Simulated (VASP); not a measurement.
Runs of VASP 6.6.1 on Yb. The structure is that of space group Pm-3m (No. 221), or close to it. The cells are those of the table. 

```csv
task,cell,k mesh,cutoff (eV),gap on the mesh (eV),pressure (GPa)
relaxation of cell and atoms,"relaxed from a = 3.546 Å, 1 atom",9 × 9 × 9,600,none,0.0
single point,"a = 3.250 Å, 1 atom",16 × 16 × 16,520,none,(a)
single point,"a = 3.292 Å, 1 atom",11 × 11 × 11,520,none,-0.6
single point,"a = 3.250 Å, 1 atom",9 × 9 × 9,520,none,-0.4
single point,"a = 3.161 Å, 1 atom",11 × 11 × 11,520,none,1.3
```

Alike in all rows: level PBEsol; potentials or basis VASP PAW PBE potentials, release 64 (Yb); no spin polarisation; smearing fermi-dirac 0.1 eV.

**Question.** Estimate the missing entries.

**Answer.** (a) -0.1.

Caveats: the PAW data sets were made with another functional, which shifts forces and pressure a little; spin-orbit coupling is left out, which moves the levels of the heavy elements.

A k mesh can miss the band edges, and the runs leave out spin-orbit coupling on Yb.

A gap of «none» marks levels without a gap at the run's occupations.
